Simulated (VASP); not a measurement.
# Sb (Im-3m) in VASP: a series of runs

The runs below take Sb through single point, with PBE.

All numbers are computed with VASP 6.6.1; they aren't measurements. Logs are shortened: lines on timing, memory, paths and dates and some standing lists are left out, and cuts for length are marked.

## (1) The cell of the first run

Symmetry: Im-3m, No. 229, cubic system. The conventional cell has a = 3.380 Å, b = 3.380 Å, c = 3.380 Å, α = 90.00°, β = 90.00°, γ = 90.00°. Sb (site symmetry m-3m) has 14 Sb at 2.93 to 3.38 Å within 3.9 Å.

## (2) Single point, PBE

Input file INCAR:

```
PREC = Accurate
ENCUT = 500
EDIFF = 1E-6
ISMEAR = -1
SIGMA = 0.05
LREAL = False
LASPH = True
NELM = 120
ALGO = Normal
ISIF = 2
LWAVE = False
LCHARG = False
GGA = PE
NBANDS = 8
GGA_COMPAT = False
```

Input file KPOINTS:

```
Automatic mesh
0
Gamma
  12 12 12
```

Input file POSCAR:

```
Sb
1.0
   -1.6897860375      1.6897860375      1.6897860375
    1.6897860375     -1.6897860375      1.6897860375
    1.6897860375      1.6897860375     -1.6897860375
Sb
1
Direct
    0.0000000000      0.0000000000      0.0000000000
```

Potentials or basis: VASP PAW PBE potentials, release 64 (Sb).

Launch:

```
cat potpaw_PBE.64/Sb/POTCAR > POTCAR
mpirun -np 1 vasp_std > vasp.out
```

OUTCAR:

```text
PREC = Accurate
   ENCUT = 500
   EDIFF = 1E-6
   ISMEAR = -1
   LREAL = False
   LASPH = True
   NELM = 120
   ISIF = 2
   GGA = PE

 ion  position               nearest neighbor table
   1  0.000  0.000  0.000-

  LATTYP: Found a body centered cubic cell.
 ALAT       =     3.3795720750

  Lattice vectors:

 A1 = (  -1.6897860375,   1.6897860375,   1.6897860375)
 A2 = (   1.6897860375,  -1.6897860375,   1.6897860375)
 A3 = (   1.6897860375,   1.6897860375,  -1.6897860375)

Analysis of symmetry for initial positions (statically):
=====================================================================
 Subroutine PRICEL returns:
 Original cell was already a primitive cell.

 Routine SETGRP: Setting up the symmetry group for a
 body centered cubic supercell.

 Subroutine GETGRP returns: Found 48 space group operations
 (whereof 48 operations were pure point group operations)
 out of a pool of 48 trial point group operations.

The static configuration has the point symmetry O_h .

Analysis of symmetry for dynamics (positions and initial velocities):
=====================================================================
 Subroutine PRICEL returns:
 Original cell was already a primitive cell.

 Routine SETGRP: Setting up the symmetry group for a
 body centered cubic supercell.

 Subroutine GETGRP returns: Found 48 space group operations
 (whereof 48 operations were pure point group operations)
 out of a pool of 48 trial point group operations.

The dynamic configuration has the point symmetry O_h .

 Subroutine INISYM returns: Found 48 space group operations
 (whereof 48 operations are pure point group operations),
 and found     1 'primitive' translations

----------------------------------------------------------------------------------------

                                     Primitive cell

  volume of cell :      19.2999

  direct lattice vectors                    reciprocal lattice vectors
    -1.689786038  1.689786038  1.689786038     0.000000000  0.295895450  0.295895450
     1.689786038 -1.689786038  1.689786038     0.295895450  0.000000000  0.295895450
     1.689786038  1.689786038 -1.689786038     0.295895450  0.295895450  0.000000000

  length of vectors
     2.926795271  2.926795271  2.926795271     0.418459358  0.418459358  0.418459358

  position of ions in fractional coordinates (direct lattice)
     0.000000000  0.000000000  0.000000000

  ion indices of the primitive-cell ions
   primitive index   ion index
                 1           1

----------------------------------------------------------------------------------------

 KPOINTS: Automatic mesh

Automatic generation of k-mesh.
 Grid dimensions read from file:
 generate k-points for:   12   12   12

 Generating k-lattice:

  Cartesian coordinates                     Fractional coordinates (reciprocal lattice)
     0.000000000  0.024657954  0.024657954     0.083333333  0.000000000  0.000000000
     0.024657954  0.000000000  0.024657954     0.000000000  0.083333333  0.000000000
     0.024657954  0.024657954  0.000000000     0.000000000  0.000000000  0.083333333

  Length of vectors
     0.034871613  0.034871613  0.034871613

  Shift w.r.t. Gamma in fractional coordinates (k-lattice)
     0.000000000  0.000000000  0.000000000

 Subroutine IBZKPT returns following result:
 ===========================================

 Found     72 irreducible k-points:

 Following reciprocal coordinates:
            Coordinates               Weight
  0.000000  0.000000  0.000000      1.000000
  0.083333  0.000000  0.000000     12.000000
  0.166667  0.000000  0.000000     12.000000
  0.250000  0.000000  0.000000     12.000000
  0.333333  0.000000  0.000000     12.000000
  0.416667  0.000000  0.000000     12.000000
[... 16 lines left out ...]
  0.333333  0.083333  0.083333     24.000000
  0.416667  0.083333  0.083333     12.000000
 [... further k-points ...]
   k-points           NKPTS =     72   k-points in BZ     NKDIM =     72   number of bands    NBANDS=      8
   number of dos      NEDOS =    301   number of ions     NIONS =      1
   total plane-waves  NPLWV =  13824
   dimension x,y,z NGX =    24 NGY =   24 NGZ =   24
   dimension x,y,z NGXF=    48 NGYF=   48 NGZF=   48
   ions per type =               1
   NGX,Y,Z   is equivalent  to a cutoff of  13.63, 13.63, 13.63 a.u.
   NGXF,Y,Z  is equivalent  to a cutoff of  27.26, 27.26, 27.26 a.u.
 SYSTEM =  unknown system
   PREC   = accura    normal or accurate (medium, high low for compatibility)
   ISTART =      0    job   : 0-new  1-cont  2-samecut
   ICHARG =      2    charge: 1-file 2-atom 10-const
   ISPIN  =      1    spin polarized calculation?
   LNONCOLLINEAR =      F non collinear calculations
   LSORBIT =      F    spin-orbit coupling
   LASPH  =      T    aspherical Exc in radial PAW
   ENCUT  =  500.0 eV  36.75 Ry    6.06 a.u.   5.34  5.34  5.34*2*pi/ulx,y,z
   NELM   =    120;   NELMIN=  2; NELMDL= -5     # of ELM steps
   EDIFF  = 0.1E-05   stopping-criterion for ELM
   LREAL  =      F    real-space projection
   EDIFFG = 0.1E-04   stopping-criterion for IOM
   NSW    =      0    number of steps for IOM
   IBRION =     -1    ionic relax: 0-MD 1-quasi-New 2-CG
   NFREE  =      0    steps in history (QN), initial steepest desc. (CG)
   ISIF   =      2    stress and relaxation
   ISYM   =      2    0-nonsym 1-usesym 2-fastsym
   POTIM  = 0.5000    time-step for ionic-motion
   TEBEG  =    0.0;   TEEND  =   0.0 temperature during run
   PSTRESS=    0.0 pullay stress
   NELECT =       5.0000    total number of electrons
   NUPDOWN=      -1.0000    fix difference up-down
   EMIN   =  10.00;   EMAX   =-10.00  energy-range for DOS
   EFERMI =   0.00;   METHOD = LEGACY
   ISMEAR =    -1;   SIGMA  =   0.05  broadening in eV -4-tet -1-fermi 0-gaus
   EFERMI_NEDOS =   21; number of points for ismear=-14 and -15
   IALGO  =     38    algorithm
   IMIX   =      4    mixing-type and parameters
     AMIX     =   0.40;   BMIX     =  1.00
     AMIX_MAG =   1.60;   BMIX_MAG =  1.00
  volume/ion in A,a.u.               =      19.30       130.24
  Fermi-wavevector in a.u.,A,eV,Ry     =   1.043630  1.972174 14.818963  1.089163
  Thomas-Fermi vector in A             =   2.178347
   LORBIT       =      0    0 simple, 1 ext, 2 COOP (PROOUT), +10 PAW based schemes
   GGA     = PE    functional components
   LHFCALC =     F    Hartree Fock is set to
   AEXX    =    0.0000 exact exchange contribution
   IVDW    =     0    specifies the selected vdW correction
   LEPSILON=     F    determine dielectric tensor
   LRPA    =     F    only Hartree local field effects (RPA)
 non-spin polarized calculation
  energy-cutoff  :      500.00
  volume of cell :       19.30
 maximum number of plane-waves:       500
 NGX is ok and might be reduce to    24
   NGX = 11   NGY = 11   NGZ = 11

 number of electron       5.0000000 magnetization

 Free energy of the ion-electron system (eV)
  ---------------------------------------------------
  ext. energy  EPLUGINS =         0.00000000
  ---------------------------------------------------
  free energy    TOTEN  =        -3.08899068 eV

  energy without entropy =       -3.08367972  energy(sigma->0) =       -3.08633520

 E-fermi :  13.6559     XC(G=0): -11.7519

 val. band max:       13.5852333827   @ k =   0.1667   0.0833   0.0833
 cond. band min:      13.6680409954   @ k =  -0.2500   0.3333   0.1667
 fundamental gap:      0.0828076127
 Fermi energy:        13.6558747231

 k-point     1 :       0.0000    0.0000    0.0000
  band No.  band energies     occupation
      1      -2.4555      2.00000
      2      22.1880      0.00000
      3      22.1880      0.00000
      4      22.1880      0.00000
      5      25.4124      0.00000
      6      25.4126      0.00000
      7      25.4156      0.00000
      8      25.4775      0.00000

 k-point     2 :       0.0833    0.0000    0.0000
  band No.  band energies     occupation
      1      -2.2600      2.00000
      2      20.3650      0.00000
      3      21.2415      0.00000
      4      21.8189      0.00000
      5      23.9944      0.00000
      6      24.0236      0.00000
      7      25.1028      0.00000
      8      26.3698      0.00000

 k-point     3 :       0.1667    0.0000    0.0000
  band No.  band energies     occupation
      1      -1.6725      2.00000
      2      17.0020      0.00000
      3      19.6553      0.00000
      4      20.8642      0.00000
      5      22.8896      0.00000
      6      23.0359      0.00000
      7      25.2887      0.00000
      8      26.9469      0.00000

 k-point     4 :       0.2500    0.0000    0.0000
  band No.  band energies     occupation
      1      -0.6919      2.00000
      2      13.5519      1.77788
      3      18.1868      0.00000
      4      19.8015      0.00000
      5      22.0268      0.00000
      6      22.3023      0.00000
      7      26.0961      0.00000
      8      27.5844      0.00000

 k-point     5 :       0.3333    0.0000    0.0000
  band No.  band energies     occupation
      1       0.6790      2.00000
      2      10.3209      2.00000
      3      17.0405      0.00000
      4      18.9372      0.00000
      5      21.4216      0.00000
      6      21.7910      0.00000
      7      27.2990      0.00000
      8      28.3755      0.00000
[... 177 lines left out ...]
 k-point    22 :       0.2500    0.0833    0.0833
  band No.  band energies     occupation
      1       1.0679      2.00000
      2      10.5865      2.00000
      3      14.7792      0.00000
      4      16.1397      0.00000
      5      24.5398      0.00000
      6      24.5761      0.00000
      7      27.6939      0.00000
      8      28.5696      0.00000

 k-point    23 :       0.3333    0.0833    0.0833
  band No.  band energies     occupation
      1       2.7858      2.00000
      2       7.8027      2.00000
      3      14.0659      0.00055
      4      15.6169      0.00000
      5      24.1644      0.00000
      6      24.2533      0.00000
      7      29.0972      0.00000
      8      29.6187      0.00000

 k-point    24 :       0.4167    0.0833    0.0833
  band No.  band energies     occupation
      1       4.2627      2.00000
      2       5.9607      2.00000
      3      13.8296      0.06011
      4      15.4406      0.00000
      5      24.0342      0.00000
      6      24.1412      0.00000
      7      30.4817      0.00000
      8      30.7446      0.00000

 [... further k-points ...]
[... 5 lines left out ...]
  --------------------------------------------------------------------------------------
  -------------------------------------------------------------------------------------
  Total        5.5627991      5.5627991      5.5627991      0.0000000      0.0000000     -0.0000000
  in kB      461.7945657    461.7945657    461.7945657      0.0000000      0.0000000     -0.0000000
  external PRESSURE =     461.7945657 kB  Pullay stress =       0.0000000 kB

 VOLUME and BASIS-vectors are now :
 -----------------------------------------------------------------------------
  energy-cutoff  :      500.00
  volume of cell :       19.30
      direct lattice vectors                 reciprocal lattice vectors
    -1.689786038  1.689786038  1.689786038     0.000000000  0.295895450  0.295895450
     1.689786038 -1.689786038  1.689786038     0.295895450  0.000000000  0.295895450
     1.689786038  1.689786038 -1.689786038     0.295895450  0.295895450  0.000000000

 POSITION                                       TOTAL-FORCE (eV/Angst)
 -----------------------------------------------------------------------------------
      0.00000      0.00000      0.00000        -0.000000      0.000000     -0.000000
 -----------------------------------------------------------------------------------
    total drift:                                0.000000      0.000000     -0.000000

  FREE ENERGIE OF THE ION-ELECTRON SYSTEM (eV)
  ---------------------------------------------------
  free  energy   TOTEN  =        -3.0889906824 eV

  energy  without entropy=       -3.0836797158  energy(sigma->0) =       -3.08633520
```

Wall time 4.7 s (1 thread of Intel Xeon 6975P-C (Granite Rapids), shared host); peak memory 0.13 GiB.

What came out:

```yaml
Free_energy: -3.0890 eV
Pressure: 46.2 GPa
```

Caveat: spin-orbit coupling is left out, which moves the levels of the heavy elements.

## (3) Single point, PBE

This run uses another cell than the first one, of 19.71 Å³/atom, 1.021 times its volume.

INCAR is that of step 2.

Input file KPOINTS:

```
regular mesh
0
Gamma
  12 12 12
```

Input file POSCAR:

```
Sb
1.0
   -1.7016863313      1.7016863313      1.7016863313
    1.7016863313     -1.7016863313      1.7016863313
    1.7016863313      1.7016863313     -1.7016863313
Sb
1
Direct
    0.0000000000      0.0000000000      0.0000000000
```

Potentials or basis: VASP PAW PBE potentials, release 64 (Sb).

Launch:

```
cat potpaw_PBE.64/Sb/POTCAR > POTCAR
mpirun -np 1 vasp_std > vasp.out
```

Wall time 4 s (1 thread of Intel Xeon 6975P-C (Granite Rapids), shared host); peak memory 0.14 GiB.

Results (log left out):

| Item | Value |
| --- | --- |
| Free energy | -3.2011 eV |
| Pressure | 41.4 GPa |

Levels at points of the mesh, in eV from the Fermi level:
```
           k point  band 1  band 2  band 3  band 4  band 5  band 6
(0.00, 0.00, 0.00)  -15.86    8.31    8.31    8.31   11.74   11.74
(0.50, 0.00, 0.00)   -9.63   -7.94    2.37    4.52    7.27    7.65
(0.50, 0.50, 0.50)   -3.88   -2.92   -2.92   -2.92    2.15    2.15
```

Caveat: spin-orbit coupling is left out, which moves the levels of the heavy elements.
